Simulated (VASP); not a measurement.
# TePb: single point with r2SCAN

TePb:

```xyz
2
Lattice="0.0000 3.2270 3.2270 3.2270 0.0000 3.2270 3.2270 3.2270 0.0000" Properties=species:S:1:pos:R:3 pbc="T T T"
Te    3.2270    3.2093    3.2093
Pb    0.0000    0.0000    0.0000
```

```yaml
Program: VASP 6.6.1
Task: single point
Functional: r2SCAN
Potentials_or_basis: VASP PAW PBE potentials, release 64 (Te, Pb_d)
Cutoff: 520 eV
k_mesh: 8 × 8 × 8
Occupations: gaussian, width 0.05 eV
Spin: no spin polarisation
```

```yaml
Pressure: 1.7 GPa
Largest_force: 0.012 eV/Å
Band_gap_on_the_k_mesh: 1.01 eV
```

Forces on the atoms (eV/Å):
```
Te   0.000  0.009  0.009
Pb   0.000 -0.009 -0.009
```

Levels at points of the mesh, in eV from the valence-band top:
| k point | band 6 | band 7 | band 8 | band 9 | band 10 | band 11 | band 12 | band 13 | band 14 | band 15 |
| --- | --- | --- | --- | --- | --- | --- | --- | --- | --- | --- |
| (0.00, 0.00, 0.00) | -12.56 | -5.63 | -1.52 | -1.52 | -1.52 | 4.34 | 4.34 | 4.35 | 6.16 | 6.17 |
| (0.50, 0.00, 0.00) | -11.04 | -8.92 | -1.04 | -1.04 | 0.00 | 1.01 | 1.40 | 1.40 | 8.94 | 9.69 |
| (0.00, 0.50, 0.00) | -11.04 | -8.93 | -1.04 | -1.04 | 0.00 | 1.01 | 1.40 | 1.40 | 8.95 | 9.69 |
| (0.50, 0.50, 0.00) | -10.76 | -7.51 | -4.73 | -3.00 | -3.00 | 3.56 | 5.84 | 5.84 | 7.19 | 10.52 |
| (0.00, 0.50, 0.50) | -10.76 | -7.51 | -4.73 | -3.00 | -3.00 | 3.56 | 5.84 | 5.84 | 7.19 | 10.53 |

Run time: 3.8 min on 1 thread of AMD EPYC 9R45 96-Core Processor (Zen 5) (shared host), peak memory 0.26 GiB.

Caveat: the PAW data sets were made with another functional, which shifts forces and pressure a little; spin-orbit coupling is left out, which moves the levels of the heavy elements. A k mesh can miss the band edges.
